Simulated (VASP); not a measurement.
Write the native input for VASP 6.6.1 that does the following.

```
Task                   : single point
Functional             : PBE
Potentials or basis    : VASP PAW PBE potentials, release 64 (Co)
Cutoff                 : 520 eV
k mesh                 : 15 × 15 × 9
Occupations            : fermi-dirac, width 0.05 eV
Spin                   : collinear spin, ferromagnetic start
Starting moments       : [2.0, 2.0] μB
Dipole correction      : no
Further INCAR settings : ALGO = Normal; EDIFF = 1e-07; NBANDS = 20
```

The structure of Co lies in POSCAR:

```
Co
1.0
   -1.4023200000      1.4023200000      1.4023200000
    1.4023200000     -1.4023200000      1.4023200000
    2.8046400000      2.8046400000      0.0000000000
Co
2
Direct
    0.0000000000      0.0000000000      0.0000000000
    0.5000000000      0.5000000000      0.5000000000
```

This isn't the form of Co at room conditions, which is hcp.

One way to write it, as run:

INCAR

```
ALGO     = Normal         # electronic algorithm
EDIFF    = 1E-7           # SCF threshold, eV
ENCUT    = 520            # plane-wave cutoff, eV
GGA      = PE             # functional
ISIF     = 2              # what is computed and relaxed
ISMEAR   = -1             # smearing method
ISPIN    = 2              # spin polarisation
LASPH    = T              # aspherical terms in the spheres
LCHARG   = F              # write CHGCAR
LMAXMIX  = 4              # l up to which the mixer works
LORBIT   = 11             # projections on sites
LREAL    = F              # projectors in reciprocal space
LWAVE    = F              # write WAVECAR
MAGMOM   = 2 2            # initial moments
NBANDS   = 20             # bands
NELM     = 150            # most SCF steps
PREC     = Accurate       # precision mode
SIGMA    = 0.05           # smearing width, eV
```

KPOINTS

```
k-points
0
Gamma
  15 15 9
```

Potentials or basis: VASP PAW PBE potentials, release 64 (Co).

Command:

```console
$ cat potpaw_PBE.64/Co/POTCAR > POTCAR
$ mpirun -np 1 vasp_std > vasp.out
```

It gave:

| Quantity | Value |
| --- | --- |
| Pressure | 0.3 GPa |
| Net moment | 3.46 μB per cell |
| Site moments | Co +1.75 μB |
| Valence electrons inside the program's atomic spheres | Co 8.23 |

Wall time 100 s on 1 thread of Intel(R) Xeon(R) 6975P-C (Granite Rapids), on a shared host, peak memory 0.29 GiB.
